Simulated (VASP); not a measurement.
The system is Mg.

```
CELL_PARAMETERS angstrom
3.20927 0.00000 0.00000
-1.60464 2.77931 0.00000
0.00000 0.00000 5.21033
ATOMIC_POSITIONS crystal
Mg 0.33333 0.66667 0.25000
Mg 0.66667 0.33333 0.75000
```

| Quantity | Value |
| --- | --- |
| Program | VASP 6.6.1 |
| Task | relaxation of cell and atoms |
| Functional | r2SCAN |
| Potentials or basis | VASP PAW PBE potentials, release 64 (Mg) |
| Cutoff | 600 eV |
| k mesh | 18 × 18 × 8 |
| Occupations | gaussian, width 0.1 eV |
| Spin | no spin polarisation |

At the start: pressure -1.4 GPa; volume 23.24 Å³/atom.

Task: How do energy, volume and symmetry change on relaxing?

Result: Over 6 steps the energy falls by 4.1 meV/atom and the volume is 22.39 Å³/atom (-3.6 %); space group P6_3/mmc (No. 194, to 0.05 Å).

The path:
```tsv
step	energy change (eV)	largest force (eV/Å)	pressure (GPa)	volume (Å³)
1	0.0000	0.0000	-1.37	46.47
2	-0.0076	0.0000	-0.30	45.15
3	-0.0081	0.0000	0.02	44.78
4	-0.0081	0.0000	0.05	44.75
5	-0.0082	0.0000	0.04	44.77
6	-0.0083	0.0000	0.02	44.78
```

Final structure:
```
Mg
1.0
     3.18235    0.00000    0.00000
    -1.59117    2.75599    0.00000
     0.00000    0.00000    5.10604
Mg
2
Direct
  0.33333 0.66667 0.25000
  0.66667 0.33333 0.75000
```

Caveat: the PAW data sets were made with another functional, which shifts forces and pressure a little.
